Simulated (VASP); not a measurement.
# GeW2 (P4/mmm) in VASP: single point with PBE

Aim: the single point of GeW2 with PBE.

Program: VASP 6.6.1. These are calculated values, not measurements. Logs are shortened: lines on timing, memory, paths and dates and some standing lists are left out, and cuts for length are marked.

### Step 1. The cell of the first run

Symmetry: P4/mmm, No. 123, tetragonal system. Conventional cell: a = 3.077 Å, b = 3.077 Å, c = 5.470 Å, α = 90.00°, β = 90.00°, γ = 90.00°. Within 3.5 Å of Ge (site symmetry 4/mmm) lie 8 W at 2.65 Å and 4 Ge at 3.08 Å. W (site symmetry 4mm) has 6 W at 2.46 to 3.08 Å and 4 Ge at 2.65 Å within 3.2 Å.

### Step 2. Single point, PBE

POSCAR

```
GeW2
1.0
    3.0768773454      0.0000000000      0.0000000000
    0.0000000000      3.0768773454      0.0000000000
    0.0000000000      0.0000000000      5.4700330585
Ge W
1 2
Direct
    0.0000000000      0.0000000000      0.0000000000
    0.5000000000      0.5000000000      0.2753307707
    0.5000000000      0.5000000000      0.7246692293
```

INCAR.step1

```
SYSTEM = GeW2
ALGO = Fast
EDIFF = 1E-6
ENCUT = 520
GGA = PE
ISIF = 2
ISMEAR = 0
LASPH = .True.
LCHARG = .True.
LMAXMIX = 4
LREAL = .False.
LWAVE = .False.
NBANDS = 28
NELM = 80
PREC = Accurate
SIGMA = 0.1
```

KPOINTS.step1

```
k-points
0
Gamma
  16 16 8
  0 0 0
```

INCAR.step2

```
SYSTEM = GeW2
ALGO = Fast
EDIFF = 1E-6
ENCUT = 520
GGA = PE
ICHARG = 11
ISIF = 2
ISMEAR = -5
LASPH = .True.
LCHARG = .False.
LMAXMIX = 4
LORBIT = 11
LREAL = .False.
LWAVE = .False.
NBANDS = 28
NEDOS = 2001
NELM = 80
PREC = Accurate
SIGMA = 0.1
```

KPOINTS.step2

```
k-points
0
Gamma
  24 24 12
  0 0 0
```

Potentials or basis: VASP PAW PBE potentials, release 64 (Ge_d, W_sv).

Run with:

```sh
$ cat potpaw_PBE.64/Ge_d/POTCAR potpaw_PBE.64/W_sv/POTCAR > POTCAR
$ cp INCAR.step1 INCAR
$ cp KPOINTS.step1 KPOINTS
$ mpirun -np 1 vasp_std > vasp.out
$ cp INCAR.step2 INCAR
$ cp KPOINTS.step2 KPOINTS
$ mpirun -np 1 vasp_std > vasp.out
```

OUTCAR:

```text
SYSTEM = GeW2
   EDIFF = 1E-6
   ENCUT = 520
   GGA = PE
   ICHARG = 11
   ISIF = 2
   ISMEAR = -5
   LASPH = .True.
   LORBIT = 11
   LREAL = .False.
   NELM = 80
   PREC = Accurate

 ion  position               nearest neighbor table
   1  0.000  0.000  0.000-   2 2.65   3 2.65   2 2.65   3 2.65   2 2.65   3 2.65   2 2.65   3 2.65

   2  0.500  0.500  0.275-   3 2.46   1 2.65   1 2.65   1 2.65   1 2.65   3 3.01
   3  0.500  0.500  0.725-   2 2.46   1 2.65   1 2.65   1 2.65   1 2.65   2 3.01

  LATTYP: Found a simple tetragonal cell.
 ALAT       =     3.0768773454
 C/A-ratio  =     1.7777871668

  Lattice vectors:

 A1 = (   3.0768773454,   0.0000000000,   0.0000000000)
 A2 = (   0.0000000000,   3.0768773454,   0.0000000000)
 A3 = (   0.0000000000,   0.0000000000,   5.4700330585)

Analysis of symmetry for initial positions (statically):
=====================================================================
 Subroutine PRICEL returns:
 Original cell was already a primitive cell.

 Routine SETGRP: Setting up the symmetry group for a
 simple tetragonal supercell.

 Subroutine GETGRP returns: Found 16 space group operations
 (whereof 16 operations were pure point group operations)
 out of a pool of 16 trial point group operations.

The static configuration has the point symmetry D_4h.

Analysis of symmetry for dynamics (positions and initial velocities):
=====================================================================
 Subroutine PRICEL returns:
 Original cell was already a primitive cell.

 Routine SETGRP: Setting up the symmetry group for a
 simple tetragonal supercell.

 Subroutine GETGRP returns: Found 16 space group operations
 (whereof 16 operations were pure point group operations)
 out of a pool of 16 trial point group operations.

The dynamic configuration has the point symmetry D_4h.

 Subroutine INISYM returns: Found 16 space group operations
 (whereof 16 operations are pure point group operations),
 and found     1 'primitive' translations

----------------------------------------------------------------------------------------

                                     Primitive cell

  volume of cell :      51.7858

  direct lattice vectors                    reciprocal lattice vectors
     3.076877345  0.000000000  0.000000000     0.325004830  0.000000000  0.000000000
     0.000000000  3.076877345  0.000000000     0.000000000  0.325004830  0.000000000
     0.000000000  0.000000000  5.470033059     0.000000000  0.000000000  0.182814252

  length of vectors
     3.076877345  3.076877345  5.470033059     0.325004830  0.325004830  0.182814252

  position of ions in fractional coordinates (direct lattice)
     0.000000000  0.000000000  0.000000000
     0.500000000  0.500000000  0.275330771
     0.500000000  0.500000000  0.724669229

  ion indices of the primitive-cell ions
   primitive index   ion index
                 1           1
                 2           2
                 3           3

----------------------------------------------------------------------------------------

 KPOINTS: k-points

Automatic generation of k-mesh.
 Grid dimensions read from file:
 generate k-points for:   24   24   12

 Generating k-lattice:

  Cartesian coordinates                     Fractional coordinates (reciprocal lattice)
     0.013541868  0.000000000  0.000000000     0.041666667  0.000000000  0.000000000
     0.000000000  0.013541868  0.000000000     0.000000000  0.041666667  0.000000000
     0.000000000  0.000000000  0.015234521     0.000000000  0.000000000  0.083333333

  Length of vectors
     0.013541868  0.013541868  0.015234521

  Shift w.r.t. Gamma in fractional coordinates (k-lattice)
     0.000000000  0.000000000  0.000000000

 TETIRR: Found  10368 inequivalent tetrahedra from    41472

 Subroutine IBZKPT returns following result:
 ===========================================

 Found    637 irreducible k-points:

 Following reciprocal coordinates:
            Coordinates               Weight
  0.000000  0.000000  0.000000      1.000000
  0.041667  0.000000  0.000000      4.000000
  0.083333  0.000000  0.000000      4.000000
  0.125000  0.000000  0.000000      4.000000
  0.166667  0.000000  0.000000      4.000000
  0.208333  0.000000  0.000000      4.000000
[... 16 lines left out ...]
  0.416667  0.041667  0.000000      8.000000
  0.458333  0.041667  0.000000      8.000000
 [... further k-points ...]
   k-points           NKPTS =    637   k-points in BZ     NKDIM =    637   number of bands    NBANDS=     28
   number of dos      NEDOS =   2001   number of ions     NIONS =      3
   total plane-waves  NPLWV =  24192
   dimension x,y,z NGX =    24 NGY =   24 NGZ =   42
   dimension x,y,z NGXF=    48 NGYF=   48 NGZF=   84
   ions per type =               1   2
   NGX,Y,Z   is equivalent  to a cutoff of  12.97, 12.97, 12.76 a.u.
   NGXF,Y,Z  is equivalent  to a cutoff of  25.93, 25.93, 25.53 a.u.
 SYSTEM =  GeW2
   PREC   = accura    normal or accurate (medium, high low for compatibility)
   ISTART =      0    job   : 0-new  1-cont  2-samecut
   ICHARG =     11    charge: 1-file 2-atom 10-const
   ISPIN  =      1    spin polarized calculation?
   LNONCOLLINEAR =      F non collinear calculations
   LSORBIT =      F    spin-orbit coupling
   LASPH  =      T    aspherical Exc in radial PAW
   ENCUT  =  520.0 eV  38.22 Ry    6.18 a.u.   5.72  5.72 10.17*2*pi/ulx,y,z
   NELM   =     80;   NELMIN=  2; NELMDL=  0     # of ELM steps
   EDIFF  = 0.1E-05   stopping-criterion for ELM
   LREAL  =      F    real-space projection
   EDIFFG = 0.1E-04   stopping-criterion for IOM
   NSW    =      0    number of steps for IOM
   IBRION =     -1    ionic relax: 0-MD 1-quasi-New 2-CG
   NFREE  =      0    steps in history (QN), initial steepest desc. (CG)
   ISIF   =      2    stress and relaxation
   ISYM   =      2    0-nonsym 1-usesym 2-fastsym
   POTIM  = 0.5000    time-step for ionic-motion
   TEBEG  =    0.0;   TEEND  =   0.0 temperature during run
   PSTRESS=    0.0 pullay stress
   NELECT =      42.0000    total number of electrons
   NUPDOWN=      -1.0000    fix difference up-down
   EMIN   =  10.00;   EMAX   =-10.00  energy-range for DOS
   EFERMI =   0.00;   METHOD = LEGACY
   ISMEAR =    -5;   SIGMA  =   0.10  broadening in eV -4-tet -1-fermi 0-gaus
   EFERMI_NEDOS =   21; number of points for ismear=-14 and -15
   IALGO  =     68    algorithm
   IMIX   =      4    mixing-type and parameters
     AMIX     =   0.40;   BMIX     =  1.00
     AMIX_MAG =   1.60;   BMIX_MAG =  1.00
  volume/ion in A,a.u.               =      17.26       116.49
  Fermi-wavevector in a.u.,A,eV,Ry     =   1.526703  2.885050 31.712749  2.330821
  Thomas-Fermi vector in A             =   2.634700
   LORBIT       =     11    0 simple, 1 ext, 2 COOP (PROOUT), +10 PAW based schemes
   GGA     = PE    functional components
   LHFCALC =     F    Hartree Fock is set to
   AEXX    =    0.0000 exact exchange contribution
   IVDW    =     0    specifies the selected vdW correction
   LEPSILON=     F    determine dielectric tensor
   LRPA    =     F    only Hartree local field effects (RPA)
 non-spin polarized calculation
 RMM-DIIS sequential band-by-band and
 Fermi weights with tetrahedron method with Bloechl corrections
  energy-cutoff  :      520.00
  volume of cell :       51.79
 maximum number of plane-waves:      1420
 NGX is ok and might be reduce to    24

 number of electron      42.0000007 magnetization

 Free energy of the ion-electron system (eV)
  ---------------------------------------------------
  ext. energy  EPLUGINS =         0.00000000
  ---------------------------------------------------
  free energy    TOTEN  =       -27.59944332 eV

  energy without entropy =      -27.59944332  energy(sigma->0) =      -27.59944332

 E-fermi :   9.2027     XC(G=0): -12.5709

 val. band max:        9.2316988882   @ k =   0.3333   0.3333   0.3333
 cond. band min:       9.1293720121   @ k =   0.0833   0.0833   0.5000
 fundamental gap:     -0.1023268761
 Fermi energy:         9.2027387445

 k-point     1 :       0.0000    0.0000    0.0000
  band No.  band energies     occupation
      1     -64.8721      2.00000
      2     -64.7594      2.00000
      3     -29.6644      2.00000
      4     -29.0015      2.00000
      5     -29.0015      2.00000
      6     -28.8627      2.00000
[... 20 lines left out ...]
     27      14.0019      0.00000
     28      14.2953      0.00000

 k-point     2 :       0.0417    0.0000    0.0000
  band No.  band energies     occupation
      1     -64.8719      2.00000
      2     -64.7592      2.00000
      3     -29.6636      2.00000
      4     -29.0070      2.00000
      5     -29.0011      2.00000
      6     -28.8677      2.00000
[... 20 lines left out ...]
     27      14.1034      0.00000
     28      14.3455      0.00000

 k-point     3 :       0.0833    0.0000    0.0000
  band No.  band energies     occupation
      1     -64.8712      2.00000
      2     -64.7585      2.00000
      3     -29.6615      2.00000
      4     -29.0229      2.00000
      5     -28.9998      2.00000
      6     -28.8821      2.00000
[... 20 lines left out ...]
     27      14.3702      0.00000
     28      14.4702      0.00000

 k-point     4 :       0.1250    0.0000    0.0000
  band No.  band energies     occupation
      1     -64.8702      2.00000
      2     -64.7575      2.00000
      3     -29.6582      2.00000
      4     -29.0481      2.00000
      5     -28.9978      2.00000
      6     -28.9049      2.00000
[... 578 lines left out ...]
     27      14.3542      0.00000
     28      16.1627      0.00000

 k-point    23 :       0.4167    0.0417    0.0000
  band No.  band energies     occupation
      1     -64.8596      2.00000
      2     -64.7473      2.00000
      3     -29.6241      2.00000
      4     -29.2915      2.00000
      5     -29.1262      2.00000
      6     -28.9830      2.00000
[... 20 lines left out ...]
     27      14.0954      0.00000
     28      16.0006      0.00000

 k-point    24 :       0.4583    0.0417    0.0000
  band No.  band energies     occupation
      1     -64.8589      2.00000
      2     -64.7467      2.00000
      3     -29.6220      2.00000
      4     -29.3067      2.00000
      5     -29.1400      2.00000
      6     -28.9817      2.00000
[... 20 lines left out ...]
     27      13.8837      0.00000
     28      15.6861      0.00000

 [... further k-points ...]

------------------------ aborting loop because EDIFF is reached ----------------------------------------

  FORCE on cell =-STRESS in cart. coord.  units (eV):
  Direction    XX          YY          ZZ          XY          YZ          ZX
  --------------------------------------------------------------------------------------
  -------------------------------------------------------------------------------------
  Total       -0.0182159     -0.0182159      0.4661974      0.0000000     -0.0000000      0.0000000
  in kB       -0.5635744     -0.5635744     14.4234826      0.0000000     -0.0000000      0.0000000
  external PRESSURE =       4.4321113 kB  Pullay stress =       0.0000000 kB

 VOLUME and BASIS-vectors are now :
 -----------------------------------------------------------------------------
  energy-cutoff  :      520.00
  volume of cell :       51.79
      direct lattice vectors                 reciprocal lattice vectors
     3.076877345  0.000000000  0.000000000     0.325004830  0.000000000  0.000000000
     0.000000000  3.076877345  0.000000000     0.000000000  0.325004830  0.000000000
     0.000000000  0.000000000  5.470033059     0.000000000  0.000000000  0.182814252

 POSITION                                       TOTAL-FORCE (eV/Angst)
 -----------------------------------------------------------------------------------
      0.00000      0.00000      0.00000         0.000000     -0.000000      0.000000
      1.53844      1.53844      1.50607        -0.000000      0.000000     -0.001339
      1.53844      1.53844      3.96396         0.000000      0.000000      0.001339
 -----------------------------------------------------------------------------------
    total drift:                                0.000000     -0.000000     -0.000000

  FREE ENERGIE OF THE ION-ELECTRON SYSTEM (eV)
  ---------------------------------------------------
  free  energy   TOTEN  =       -27.5994433180 eV

  energy  without entropy=      -27.5994433180  energy(sigma->0) =      -27.59944332

 total charge

# of ion       s       p       d       tot
------------------------------------------
    1        1.086   1.445  10.106  12.637
    2        2.373   6.215   3.431  12.020
    3        2.373   6.215   3.431  12.020
--------------------------------------------------
tot          5.832  13.875  16.968  36.676
```

Run time: 23 min. Hardware: 1 thread of Intel Xeon 8259CL, shared host; peak memory 0.85 GiB.

What came out:

* Valence electrons inside the program's atomic spheres: Ge 12.64; W 12.02

Levels at points of the mesh, in eV from the Fermi level:
| k point | band 19 | band 20 | band 21 | band 22 | band 23 | band 24 |
| --- | --- | --- | --- | --- | --- | --- |
| (0.00, 0.00, 0.00) | -2.06 | -1.86 | -1.86 | 1.81 | 2.41 | 3.06 |
| (0.50, 0.00, 0.00) | -2.43 | -1.27 | -0.64 | 0.47 | 0.52 | 2.84 |
| (0.50, 0.50, 0.00) | -0.31 | -0.31 | 0.51 | 1.16 | 1.16 | 3.55 |
| (0.00, 0.00, 0.50) | -1.83 | -0.59 | -0.59 | 0.11 | 0.11 | 1.97 |
| (0.50, 0.00, 0.50) | -1.27 | -1.16 | -0.85 | -0.11 | 0.41 | 1.46 |
| (0.50, 0.50, 0.50) | -2.24 | -0.76 | -0.68 | 2.26 | 3.51 | 3.51 |

Caveat: spin-orbit coupling is left out, which moves the levels of the heavy elements.
